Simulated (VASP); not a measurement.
Write the native input for VASP 6.6.1 that does the following.

```yaml
Task: single point
Functional: PBEsol
Potentials_or_basis: VASP PAW PBE potentials, release 64 (W_sv, C)
Cutoff: 520 eV
k_mesh: 14 × 14 × 13
Occupations: fermi-dirac, width 0.05 eV
Spin: no spin polarisation
Dipole_correction: no
Further_INCAR_settings: ALGO = Normal; EDIFF = 1e-07; NBANDS = 16
```

The structure of WC lies in POSCAR:

```
WC
1.0
    2.8714964216      0.0000000000      0.0000000000
   -1.4357482108      2.4867888480      0.0000000000
    0.0000000000      0.0000000000      2.8290000000
W C
1 1
Direct
    0.0000000000      0.0000000000      0.0000000000
    0.6666666667      0.3333333333      0.5000000000
```

This cell differs from its parent crystal: equal xx and yy strain of -1 %.

These files were run (other wordings do the same):

INCAR

```
SYSTEM = WC
ALGO     = Normal         ! electronic algorithm
EDIFF    = 1E-7           ! SCF threshold, eV
ENCUT    = 520            ! plane-wave cutoff, eV
GGA      = PS             ! functional
ISIF     = 2              ! what is computed and relaxed
ISMEAR   = -1             ! smearing method
LASPH    = .TRUE.         ! aspherical terms in the spheres
LCHARG   = .FALSE.        ! write CHGCAR
LREAL    = .FALSE.        ! projectors in reciprocal space
LWAVE    = .FALSE.        ! write WAVECAR
NBANDS   = 16             ! bands
NELM     = 100            ! most SCF steps
PREC     = Accurate       ! precision mode
SIGMA    = 0.05           ! smearing width, eV
```

KPOINTS

```
k-points
0
G
  14 14 13
  0 0 0
```

Potentials or basis: VASP PAW PBE potentials, release 64 (W_sv, C).

Launch:

```sh
$ cat potpaw_PBE.64/W_sv/POTCAR potpaw_PBE.64/C/POTCAR > POTCAR
$ mpirun -np 1 vasp_std > vasp.out
```

Results of the run:

- Pressure: 8.8 GPa
- Band gap on the k mesh: zero (bands 9 and 10 overlap by 1.31 eV)

Caveat: the cell differs from its parent crystal (equal xx and yy strain of -1 %); the cell stands under pressure; the PAW data sets were made with another functional, which shifts forces and pressure a little; spin-orbit coupling is left out, which moves the levels of the heavy elements.

It took 39 s on 1 thread of Intel(R) Xeon(R) Platinum 8259CL CPU @ 2.50GHz (Skylake/Cascade Lake), on a shared host, peak memory 0.18 GiB.
